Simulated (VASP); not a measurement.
# SnO2 (P1) in VASP: a series of runs

Runs on SnO2. Level: LDA. Tasks: single point.

All numbers are computed with VASP 6.6.1; they aren't measurements. Logs are shortened: lines on timing, memory, paths and dates and some standing lists are left out, and cuts for length are marked.

### 1 The cell of the first run

The typed cell holds 6 atoms: a = 4.763 Å, b = 4.484 Å, c = 3.450 Å, α = 89.33°, β = 88.97°, γ = 92.46°.

### 2 Single point, LDA (atoms moved at random and the cell strained at random)

Input file INCAR:

```
  PREC = Accurate
  ENCUT = 520
  EDIFF = 1E-6
  ISMEAR = 0
  SIGMA = 0.05
  LREAL = F
  LASPH = T
  NELM = 100
  ALGO = Normal
  ISIF = 2
  LWAVE = F
  LCHARG = F
  NBANDS = 35
```

Input file KPOINTS:

```
regular mesh
0
Gamma
  6 6 8
```

Input file POSCAR:

```
SnO2
1.0
    4.7621801702     -0.0984497812      0.0447097415
   -0.1000654831      4.4829258067      0.0284976026
    0.0302630724      0.0189779651      3.4495261033
Sn O
2 4
Direct
    0.4892328789      0.4738365521      0.4850067594
   -0.0217898529      0.0075930095     -0.0148089759
    0.3118895252      0.3252068238      0.0018588744
    0.8078280134      0.2042254357      0.5035134506
    0.2128538007      0.8040085283      0.5018393572
    0.6999856347      0.6851296506      0.0225905343
```

Potentials or basis: VASP PAW LDA potentials, release 64 (Sn_d, O).

On the command line:

```bash
$ cat potpaw_LDA.64/Sn_d/POTCAR potpaw_LDA.64/O/POTCAR > POTCAR
$ mpirun -np 1 vasp_std > vasp.out
```

OUTCAR:

```text
PREC = Accurate
   ENCUT = 520
   EDIFF = 1E-6
   ISMEAR = 0
   LREAL = F
   LASPH = T
   NELM = 100
   ISIF = 2

 ion  position               nearest neighbor table
   1  0.489  0.474  0.485-   4 1.98   3 1.99   5 2.02   3 2.05   6 2.07   6 2.32   2 3.55   2 3.61
                             2 3.62   2 3.64   2 3.66   2 3.73
   2  0.978  0.008  0.985-   6 1.92   4 2.07   3 2.09   4 2.16   5 2.22   5 2.32   1 3.55   1 3.61
                             1 3.62   1 3.64   1 3.66   1 3.73
   3  0.312  0.325  0.002-   1 1.99   1 2.05   2 2.09
   4  0.808  0.204  0.504-   1 1.98   2 2.07   2 2.16
   5  0.213  0.804  0.502-   1 2.02   2 2.22   2 2.32
   6  0.700  0.685  0.023-   2 1.92   1 2.07   1 2.32

  LATTYP: Found a triclinic cell.
 ALAT       =     5.8307463633
 B/A-ratio  =     0.5916414193
 C/A-ratio  =     0.7690495774
 COS(alpha) =     0.0116589419
 COS(beta)  =     0.0419550663
 COS(gamma) =     0.5769018599

  Lattice vectors:

 A1 = (  -4.7319170978,   0.1174277463,   3.4048163618)
 A2 = (   0.0302630724,   0.0189779651,   3.4495261033)
 A3 = (  -0.1000654831,   4.4829258067,   0.0284976026)

Analysis of symmetry for initial positions (statically):
=====================================================================
 Subroutine PRICEL returns:
 Original cell was already a primitive cell.

 Routine SETGRP: Setting up the symmetry group for a
 triclinic supercell.

 Subroutine GETGRP returns: Found  1 space group operations
 (whereof  1 operations were pure point group operations)
 out of a pool of  2 trial point group operations.

The static configuration has the point symmetry C_1 .

Analysis of symmetry for dynamics (positions and initial velocities):
=====================================================================
 Subroutine PRICEL returns:
 Original cell was already a primitive cell.

 Routine SETGRP: Setting up the symmetry group for a
 triclinic supercell.

 Subroutine GETGRP returns: Found  1 space group operations
 (whereof  1 operations were pure point group operations)
 out of a pool of  2 trial point group operations.

The dynamic configuration has the point symmetry C_1 .

 Subroutine INISYM returns: Found  1 space group operations
 (whereof  1 operations are pure point group operations),
 and found     1 'primitive' translations

----------------------------------------------------------------------------------------

                                     Primitive cell

  volume of cell :      73.5994

  direct lattice vectors                    reciprocal lattice vectors
     4.762180170 -0.098449781  0.044709741     0.210102602  0.004701680 -0.001869120
    -0.100065483  4.482925807  0.028497603     0.004625765  0.223179921 -0.001268432
     0.030263072  0.018977965  3.449526103    -0.002761381 -0.001904697  0.289929598

  length of vectors
     4.763407530  4.484133027  3.449711054     0.210163515  0.223231458  0.289949004

  position of ions in fractional coordinates (direct lattice)
     0.489232879  0.473836552  0.485006759
     0.978210147  0.007593009  0.985191024
     0.311889525  0.325206824  0.001858874
     0.807828013  0.204225436  0.503513451
     0.212853801  0.804008528  0.501839357
     0.699985635  0.685129651  0.022590534

  ion indices of the primitive-cell ions
   primitive index   ion index
                 1           1
                 2           2
                 3           3
                 4           4
                 5           5
                 6           6

----------------------------------------------------------------------------------------

 KPOINTS: regular mesh

Automatic generation of k-mesh.
 Grid dimensions read from file:
 generate k-points for:    6    6    8

 Generating k-lattice:

  Cartesian coordinates                     Fractional coordinates (reciprocal lattice)
     0.035017100  0.000783613 -0.000311520     0.166666667 -0.000000000  0.000000000
     0.000770961  0.037196653 -0.000211405     0.000000000  0.166666667 -0.000000000
    -0.000345173 -0.000238087  0.036241200     0.000000000  0.000000000  0.125000000

  Length of vectors
     0.035027252  0.037205243  0.036243625

  Shift w.r.t. Gamma in fractional coordinates (k-lattice)
     0.000000000  0.000000000  0.000000000

 Subroutine IBZKPT returns following result:
 ===========================================

 Found    148 irreducible k-points:

 Following reciprocal coordinates:
            Coordinates               Weight
  0.000000  0.000000  0.000000      1.000000
  0.166667  0.000000 -0.000000      2.000000
  0.333333 -0.000000  0.000000      2.000000
  0.500000 -0.000000 -0.000000      1.000000
  0.000000  0.166667 -0.000000      2.000000
  0.166667  0.166667 -0.000000      2.000000
[... 16 lines left out ...]
  0.333333  0.000000  0.125000      2.000000
  0.500000  0.000000  0.125000      2.000000
 [... further k-points ...]
   k-points           NKPTS =    148   k-points in BZ     NKDIM =    148   number of bands    NBANDS=     35
   number of dos      NEDOS =    301   number of ions     NIONS =      6
   total plane-waves  NPLWV =  36288
   dimension x,y,z NGX =    36 NGY =   36 NGZ =   28
   dimension x,y,z NGXF=    72 NGYF=   72 NGZF=   56
   ions per type =               2   4
   NGX,Y,Z   is equivalent  to a cutoff of  12.56, 13.35, 13.49 a.u.
   NGXF,Y,Z  is equivalent  to a cutoff of  25.13, 26.69, 26.99 a.u.
 SYSTEM =  unknown system
   PREC   = accura    normal or accurate (medium, high low for compatibility)
   ISTART =      0    job   : 0-new  1-cont  2-samecut
   ICHARG =      2    charge: 1-file 2-atom 10-const
   ISPIN  =      1    spin polarized calculation?
   LNONCOLLINEAR =      F non collinear calculations
   LSORBIT =      F    spin-orbit coupling
   LASPH  =      T    aspherical Exc in radial PAW
   ENCUT  =  520.0 eV  38.22 Ry    6.18 a.u.   8.86  8.34  6.41*2*pi/ulx,y,z
   NELM   =    100;   NELMIN=  2; NELMDL= -5     # of ELM steps
   EDIFF  = 0.1E-05   stopping-criterion for ELM
   LREAL  =      F    real-space projection
[... 7 lines left out ...]
   TEBEG  =    0.0;   TEEND  =   0.0 temperature during run
   PSTRESS=    0.0 pullay stress
   NELECT =      52.0000    total number of electrons
   NUPDOWN=      -1.0000    fix difference up-down
   EMIN   =  10.00;   EMAX   =-10.00  energy-range for DOS
   EFERMI =   0.00;   METHOD = LEGACY
   ISMEAR =     0;   SIGMA  =   0.05  broadening in eV -4-tet -1-fermi 0-gaus
   EFERMI_NEDOS =   21; number of points for ismear=-14 and -15
   IALGO  =     38    algorithm
   IMIX   =      4    mixing-type and parameters
     AMIX     =   0.40;   BMIX     =  1.00
     AMIX_MAG =   1.60;   BMIX_MAG =  1.00
  volume/ion in A,a.u.               =      12.27        82.78
  Fermi-wavevector in a.u.,A,eV,Ry     =   1.458091  2.755392 28.926367  2.126028
  Thomas-Fermi vector in A             =   2.574816
   LORBIT       =      0    0 simple, 1 ext, 2 COOP (PROOUT), +10 PAW based schemes
   GGA     = CA    functional components
   LHFCALC =     F    Hartree Fock is set to
   AEXX    =    0.0000 exact exchange contribution
   IVDW    =     0    specifies the selected vdW correction
   LEPSILON=     F    determine dielectric tensor
   LRPA    =     F    only Hartree local field effects (RPA)
 non-spin polarized calculation
 Gauss-broadening in eV      SIGMA  =   0.05
  energy-cutoff  :      520.00
  volume of cell :       73.60
 maximum number of plane-waves:      2005
   NGX = 17   NGY = 17   NGZ = 13

 number of electron      52.0000001 magnetization

 Free energy of the ion-electron system (eV)
  ---------------------------------------------------
  ext. energy  EPLUGINS =         0.00000000
  ---------------------------------------------------
  free energy    TOTEN  =       -41.30269552 eV

  energy without entropy =      -41.30269551  energy(sigma->0) =      -41.30269552

 E-fermi :   5.8764     XC(G=0): -11.6905

 val. band max:        5.7133890422   @ k =   0.0000   0.0000   0.0000
 cond. band min:       6.0394151008   @ k =   0.0000   0.0000   0.0000
 fundamental gap:      0.3260260586
 Fermi energy:         5.8763774150

 k-point     1 :       0.0000    0.0000    0.0000
  band No.  band energies     occupation
      1     -15.5084      2.00000
      2     -14.7028      2.00000
      3     -14.6385      2.00000
      4     -14.5702      2.00000
      5     -14.5468      2.00000
      6     -14.5326      2.00000
[... 27 lines left out ...]
     34      17.6823      0.00000
     35      18.2937      0.00000

 k-point     2 :       0.1667    0.0000   -0.0000
  band No.  band energies     occupation
      1     -15.4666      2.00000
      2     -14.7832      2.00000
      3     -14.6222      2.00000
      4     -14.5675      2.00000
      5     -14.5423      2.00000
      6     -14.5300      2.00000
[... 27 lines left out ...]
     34      17.5809      0.00000
     35      18.0565      0.00000

 k-point     3 :       0.3333   -0.0000    0.0000
  band No.  band energies     occupation
      1     -15.3475      2.00000
      2     -14.9560      2.00000
      3     -14.6131      2.00000
      4     -14.5633      2.00000
      5     -14.5324      2.00000
      6     -14.5243      2.00000
[... 27 lines left out ...]
     34      17.4344      0.00000
     35      17.8146      0.00000

 k-point     4 :       0.5000   -0.0000   -0.0000
  band No.  band energies     occupation
      1     -15.1991      2.00000
      2     -15.1283      2.00000
      3     -14.6110      2.00000
      4     -14.5616      2.00000
      5     -14.5274      2.00000
      6     -14.5209      2.00000
[... 27 lines left out ...]
     34      17.5766      0.00000
     35      17.7102      0.00000

 k-point     5 :       0.0000    0.1667   -0.0000
  band No.  band energies     occupation
      1     -15.4697      2.00000
      2     -14.7686      2.00000
      3     -14.6438      2.00000
      4     -14.5670      2.00000
      5     -14.5426      2.00000
      6     -14.5284      2.00000
[... 638 lines left out ...]
 k-point    22 :       0.1667    0.0000    0.1250
  band No.  band energies     occupation
      1     -15.4314      2.00000
      2     -14.8446      2.00000
      3     -14.6363      2.00000
      4     -14.5798      2.00000
      5     -14.5307      2.00000
      6     -14.5182      2.00000
[... 27 lines left out ...]
     34      17.4824      0.00000
     35      17.9436      0.00000

 k-point    23 :       0.3333    0.0000    0.1250
  band No.  band energies     occupation
      1     -15.3313      2.00000
      2     -14.9900      2.00000
      3     -14.6335      2.00000
      4     -14.5810      2.00000
      5     -14.5205      2.00000
      6     -14.4975      2.00000
[... 27 lines left out ...]
     34      17.3771      0.00000
     35      17.7613      0.00000

 k-point    24 :       0.5000    0.0000    0.1250
  band No.  band energies     occupation
      1     -15.1895      2.00000
      2     -15.1410      2.00000
      3     -14.6420      2.00000
      4     -14.5813      2.00000
      5     -14.5159      2.00000
      6     -14.4938      2.00000
[... 27 lines left out ...]
     34      17.6531      0.00000
     35      17.7192      0.00000

 [... further k-points ...]
[... 5 lines left out ...]
  --------------------------------------------------------------------------------------
  -------------------------------------------------------------------------------------
  Total       -0.6742147      0.5274144     -6.8168173      3.0533528     -0.7221153     -0.0766650
  in kB      -14.6769043     11.4812253   -148.3945215     66.4680912    -15.7196451     -1.6689120
  external PRESSURE =     -50.5300668 kB  Pullay stress =       0.0000000 kB

 VOLUME and BASIS-vectors are now :
 -----------------------------------------------------------------------------
  energy-cutoff  :      520.00
  volume of cell :       73.60
      direct lattice vectors                 reciprocal lattice vectors
     4.762180170 -0.098449781  0.044709741     0.210102602  0.004701680 -0.001869120
    -0.100065483  4.482925807  0.028497603     0.004625765  0.223179921 -0.001268432
     0.030263072  0.018977965  3.449526103    -0.002761381 -0.001904697  0.289929598

 POSITION                                       TOTAL-FORCE (eV/Angst)
 -----------------------------------------------------------------------------------
      2.29708      2.08521      1.70842         0.042491      2.018599      1.058836
      4.68747     -0.04357      3.44239         2.412808     -0.185879      0.491190
      1.45279      1.42721      0.02962        -1.554259     -1.791498     -0.676894
      3.84182      0.84555      1.77882         0.650487     -0.688069     -0.264380
      0.94838      3.59288      1.76354        -1.082093      1.208514      0.061973
      3.26558      3.00290      0.12875        -0.469434     -0.561668     -0.670726
 -----------------------------------------------------------------------------------
    total drift:                                0.000345      0.000902      0.001296

  FREE ENERGIE OF THE ION-ELECTRON SYSTEM (eV)
  ---------------------------------------------------
  free  energy   TOTEN  =       -41.3026955176 eV

  energy  without entropy=      -41.3026955128  energy(sigma->0) =      -41.30269552
```

Run time: 5.9 min. Hardware: 1 thread of Intel Xeon Platinum 8488C (Sapphire Rapids), shared host; peak memory 0.37 GiB.

What came out:

* Free energy: -41.3027 eV
* Pressure: -5.1 GPa
* Largest force: 2.469 eV/Å
* Band gap on the k mesh: 0.33 eV, direct

Forces on the atoms (eV/Å):
```
Sn   0.042  2.019  1.059
Sn   2.413 -0.186  0.491
O   -1.554 -1.791 -0.677
O    0.650 -0.688 -0.264
O   -1.082  1.209  0.062
O   -0.469 -0.562 -0.671
```

Caveat: the cell differs from its parent crystal (atoms moved at random and the cell strained at random); spin-orbit coupling is left out, which moves the levels of the heavy elements; forces of over 1 eV/Å act on the atoms, so gaps and moduli don't describe the material at rest.

### 3 Single point, LDA (atoms moved at random and the cell strained at random)

Input file INCAR:

```
SYSTEM = SnO2
PREC     = Accurate       ! precision mode
ENCUT    = 520            ! plane-wave cutoff, eV
EDIFF    = 1E-7           ! SCF threshold, eV
ISMEAR   = 0              ! smearing method
SIGMA    = 0.05           ! smearing width, eV
LREAL    = .FALSE.        ! projectors in reciprocal space
LASPH    = .TRUE.         ! aspherical terms in the spheres
NELM     = 80             ! most SCF steps
ALGO     = Normal         ! electronic algorithm
ISIF     = 2              ! what is computed and relaxed
LWAVE    = .FALSE.        ! write WAVECAR
LCHARG   = .TRUE.         ! write CHGCAR
LELF     = .TRUE.         ! ELF
LVHAR    = .TRUE.       
NBANDS   = 35             ! bands
```

Input file KPOINTS:

```
regular mesh
0
G
  6 6 8
  0 0 0
```

Input file POSCAR:

```
SnO2
1.0
    4.7976836898      0.0098367263      0.0150600575
    0.0099981610      4.8706663482      0.0910910518
    0.0101938324      0.0606620432      3.2622214154
Sn O
2 4
Direct
    0.5011633646      0.5304447740      0.5484821683
   -0.0133767931     -0.0914667914      0.0106967878
    0.3229484770      0.3237924213     -0.0325973000
    0.7983033982      0.1800714422      0.5102616865
    0.1637260856      0.8282386781      0.5277984363
    0.7272354677      0.7289194757     -0.0646417789
```

Potentials or basis: VASP PAW LDA potentials, release 64 (Sn_d, O).

On the command line:

```bash
$ cat potpaw_LDA.64/Sn_d/POTCAR potpaw_LDA.64/O/POTCAR > POTCAR
$ mpirun -np 1 vasp_std > vasp.out
```

Wall time 8.6 min (1 thread of Oxide Virtual Turin-like, shared host); peak memory 0.34 GiB.

It converged, with:

| Quantity | Value |
| --- | --- |
| Free energy | -35.2037 eV |
| Pressure | 25.9 GPa |
| Largest force | 23.302 eV/Å |
| Band gap on the k mesh | 0.05 eV, indirect (least direct gap 0.29 eV) |

Forces on the atoms (eV/Å):
```
Sn    0.612  -3.323  -3.887
Sn   13.358  18.329   5.344
O    -1.231  -0.019   3.185
O     0.005   0.500  -0.508
O     5.077  -2.764  -2.594
O   -17.821 -12.724  -1.540
```

Stress tensor (GPa, compression positive):
```
51.59 38.05  1.95
38.05 10.75  1.36
 1.95  1.36 15.28
```

Levels at points of the mesh, in eV from the valence-band top:
```tsv
k point	band 23	band 24	band 25	band 26	band 27	band 28	band 29	band 30
(0.00, 0.00, 0.00)	-2.01	-1.17	-0.60	-0.52	0.05	3.27	5.29	5.37
(0.50, 0.00, 0.00)	-1.83	-1.56	-0.74	-0.50	1.99	2.43	5.65	6.14
(0.00, 0.50, 0.00)	-2.22	-1.78	-0.61	-0.18	2.04	2.63	5.45	6.25
(0.50, 0.50, 0.00)	-1.97	-1.15	-0.76	-0.62	2.01	2.89	5.87	6.24
(0.00, 0.00, 0.50)	-2.64	-2.07	-1.34	-0.59	2.86	5.07	6.27	7.98
(0.50, 0.00, 0.50)	-1.99	-1.62	-0.84	-0.28	3.03	5.06	6.18	6.47
(0.00, 0.50, 0.50)	-1.64	-1.43	-1.20	-0.46	3.08	5.10	6.10	6.80
(0.50, 0.50, 0.50)	-2.23	-1.82	-0.90	-0.27	2.17	4.09	6.40	7.36
```

Caveat: the cell differs from its parent crystal (atoms moved at random and the cell strained at random); spin-orbit coupling is left out, which moves the levels of the heavy elements; forces of over 1 eV/Å act on the atoms, so gaps and moduli don't describe the material at rest. A k mesh can miss the band edges.
